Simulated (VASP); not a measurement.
Set up this calculation in VASP 6.6.1, as the native input.

| Item | Value |
| --- | --- |
| Task | single point |
| Functional | PBEsol |
| Dispersion | D3(BJ) |
| Potentials or basis | VASP PAW PBE potentials, release 64 (C) |
| Cutoff | 520 eV |
| k mesh | 21 × 21 × 8 |
| Occupations | gaussian, width 0.15 eV |
| Spin | no spin polarisation |
| Dipole correction | no |
| Further INCAR settings | ALGO = Normal; EDIFF = 1e-06; NBANDS = 16 |

The structure of C lies in POSCAR:

```
C
1.0
    2.5734127591      0.0000000000      0.0000000000
   -1.2867063796      2.2286408238      0.0000000000
    0.0000000000      0.0000000000      6.4834561054
C
4
Direct
    0.0000000000      0.0000000000      0.0025000000
    0.0000000000      0.0000000000      0.5025000000
    0.3333333333      0.6666666667      0.0025000000
    0.6666666667      0.3333333333      0.5025000000
```

The input as run:

INCAR

```
SYSTEM = C
ALGO = Normal ; EDIFF = 1E-6
ENCUT = 520 ; GGA = PS
ISIF = 2 ; ISMEAR = 0
IVDW = 12 ; LASPH = .TRUE.
LCHARG = .FALSE. ; LREAL = .FALSE.
LWAVE = .FALSE. ; NBANDS = 16
NELM = 80 ; PREC = Accurate
SIGMA = 0.15
```

KPOINTS

```
k-points
0
G
  21 21 8
  0 0 0
```

Potentials or basis: VASP PAW PBE potentials, release 64 (C).

Launch:

```sh
$ cat potpaw_PBE.64/C/POTCAR > POTCAR
$ mpirun -np 1 vasp_std > vasp.out
```

It gave:

| Property | Result |
| --- | --- |
| Pressure | -32.8 GPa |
| Band gap on the k mesh | zero (bands 8 and 9 overlap by 0.05 eV) |
| Dispersion energy per atom | -0.109 eV |

Caveat: the cell stands under tension; the PAW data sets were made with another functional, which shifts forces and pressure a little.

Run time: 46 s on 1 thread of Intel(R) Xeon(R) 6975P-C (Granite Rapids), on a shared host, peak memory 0.22 GiB.
